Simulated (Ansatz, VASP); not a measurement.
**Ag in VASP and in Ansatz**

Contents of INCAR:

```
SYSTEM = Ag
PREC = Accurate
ENCUT = 520
EDIFF = 1E-6
ISMEAR = 0
SIGMA = 0.1
LREAL = .False.
LASPH = .True.
NELM = 100
ALGO = Fast
ISIF = 2
LWAVE = .False.
LCHARG = .True.
GGA = PS
LELF = .True.
LVHAR = .True.
NBANDS = 18
```

KPOINTS

```
regular mesh
0
Gamma
  24 24 12
  0 0 0
```

POSCAR

```
Ag
1.0
    2.8669917939      0.0000000000      0.0000000000
   -1.4334958970      2.4828877260      0.0000000000
    0.0000000000      0.0000000000      4.5970165565
Ag
2
Direct
    0.3333333333      0.6666666667      0.2500000000
    0.6666666667      0.3333333333      0.7500000000
```

Input for Ansatz:

```yaml
crystal:
  lattice:
    - [2.8669917939, 0.0, 0.0]
    - [-1.433495897, 2.482887726, 0.0]
    - [0.0, 0.0, 4.5970165565]
  atoms:
    - { symbol: Ag, position: [0.3333333333, 0.6666666667, 0.25] }
    - { symbol: Ag, position: [0.6666666667, 0.3333333333, 0.75] }
basis:
  ecutwfc: 420
kpoints:
  mp_grid: { grid: [24, 24, 12] }
hamiltonian:
  xc: pbesol
scf:
  occupations: { method: gaussian, width: 0.1 }
output:
  forces: true
  stress: true
  eigenvalues: true
```

Change from the starting cell: strain along c alone, the other axes held, atoms relaxed: -2.0 %.

Alike in both runs: task single point; functional PBEsol; k mesh 24 × 24 × 12; occupations gaussian, width 0.1 eV; no spin polarisation.

|  | VASP | Ansatz |
| --- | --- | --- |
| version | VASP 6.6.1 | Ansatz 0.2.0 |
| potentials or method | VASP PAW PBE potentials, release 64 (Ag), cutoff 520 eV | scalar-relativistic, plane waves, PAW |
| valence electrons in the cell | 22 | 38 |

VASP gave:

* gap on the k mesh at the Fermi level (eV): none
* pressure (GPa): 2.2
* traceless stress, the component that is largest in VASP (GPa): 2.00

Problem. Which values does Ansatz return?

Solution. gap on the k mesh at the Fermi level (eV): none; pressure (GPa): 2.5; traceless stress, the component that is largest in VASP (GPa): 2.02.

VASP's potentials were made for PBE, not for PBEsol. A gap of «none» marks a metal or a gap that the smearing closes. The functional is the same, so the differences come from potentials, cutoffs and numerics. VASP's potentials hold 22 valence electrons a cell and Ansatz's 38, so a difference there can come from the potentials and not from the codes.
